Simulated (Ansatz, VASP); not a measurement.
Given: the input of a run of VASP 6.6.1 on HgTe.

Contents of INCAR:

```
SYSTEM = HgTe
PREC     = Accurate       ! precision mode
ENCUT    = 520            ! plane-wave cutoff, eV
EDIFF    = 1E-6           ! SCF threshold, eV
ISMEAR   = 0              ! smearing method
SIGMA    = 0.028000000000000004 ! smearing width, eV
LREAL    = .False.        ! projectors in reciprocal space
LASPH    = .True.         ! aspherical terms in the spheres
NELM     = 80             ! most SCF steps
ALGO     = Normal         ! electronic algorithm
ISIF     = 2              ! what is computed and relaxed
LWAVE    = .False.        ! write WAVECAR
LCHARG   = .False.        ! write CHGCAR
GGA      = PE             ! functional
NBANDS   = 16             ! bands
```

File KPOINTS:

```
Automatic mesh
0
Gamma
  7 7 7
  0 0 0
```

The input POSCAR:

```
HgTe
1.0
    0.0000000000      3.2145000000      3.2145000000
    3.2145000000      0.0000000000      3.2145000000
    3.2145000000      3.2145000000      0.0000000000
Hg Te
1 1
Direct
    0.0000000000      0.0000000000      0.0000000000
    0.7500000000      0.7500000000      0.7500000000
```

Potentials or basis: VASP PAW PBE potentials, release 64 (Hg, Te).

Command:

```sh
$ cat potpaw_PBE.64/Hg/POTCAR potpaw_PBE.64/Te/POTCAR > POTCAR
$ mpirun -np 1 vasp_std > vasp.out
```

Question: Set up the same calculation for Ansatz 0.2.0. Potentials there: all-electron LAPW, scalar-relativistic.

Answer: As run (the cutoff follows the program's own potentials):

File input.yaml:

```yaml
crystal:
  lattice:
    - [0.0, 3.2145, 3.2145]
    - [3.2145, 0.0, 3.2145]
    - [3.2145, 3.2145, 0.0]
  atoms:
    - { symbol: Hg, position: [0.0, 0.0, 0.0] }
    - { symbol: Te, position: [0.75, 0.75, 0.75] }
kpoints:
  mp_grid: { grid: [7, 7, 7] }
scf:
  occupations: { method: gaussian, width: 0.028 }
hamiltonian:
  xc: pbe
  pseudopotentials: { kind: all_electron, lapw: { basis_error: 0.001 } }
output:
  forces: true
  stress: true
  eigenvalues: true
```

Potentials or basis: all-electron LAPW, scalar-relativistic.

Launch:

```sh
$ ansatz run input.yaml --threads 1 --pin off --max-ram 3072MiB --backend cpu --events-out ev --progress --plain --runs-dir out
```

Both were run:

|  | VASP | Ansatz | Ansatz less VASP |
| --- | --- | --- | --- |
| gap on the k mesh at the Fermi level (eV) | none | none | - |
| pressure (GPa) | 4.6 | 4.6 | -0.07 |

A gap of «none» marks a metal or a gap that the smearing closes. Ansatz ran all-electron here, and VASP with PAW potentials.

Spin-orbit coupling is off throughout.
